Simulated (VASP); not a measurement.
Input of a VASP 6.6.1 run:

File INCAR:

```
SYSTEM = TiNb3B
PREC = Accurate
ENCUT = 640
EDIFF = 1E-6
ISMEAR = 0
SIGMA = 0.1
LREAL = .FALSE.
LASPH = .TRUE.
NELM = 300
ALGO = All
ISIF = 2
LWAVE = .FALSE.
LCHARG = .FALSE.
GGA = PE
NBANDS = 35
GGA_COMPAT = .FALSE.
ISEARCH = 1
KPAR = 4
```

Contents of KPOINTS:

```
Automatic mesh
0
G
  4 4 4
  0 0 0
```

The input POSCAR:

```
TiNb3B
1.0
    4.5664146224      0.0000000000      0.0000000000
    0.0000000000      4.5664146224      0.0000000000
    0.0000000000      0.0000000000      4.5664146224
Ti Nb B
1 3 1
Direct
    0.5000000000      0.5000000000      0.5000000000
    0.0000000000      0.5000000000      0.5000000000
    0.5000000000      0.0000000000      0.5000000000
    0.5000000000      0.5000000000      0.0000000000
    0.0000000000      0.0000000000      0.0000000000
```

Potentials or basis: VASP PAW PBE potentials, release 64 (Ti_sv, Nb_sv, B).

Run with:

```bash
$ cat potpaw_PBE.64/Ti_sv/POTCAR potpaw_PBE.64/Nb_sv/POTCAR potpaw_PBE.64/B/POTCAR > POTCAR
$ mpirun -np 4 vasp_std > vasp.out
```

Q: Predict the band gap on the k mesh.

A: Zero (bands 27 and 28 overlap by 1.41 eV).

Q: Estimate the pressure.

A: 0.1 GPa.
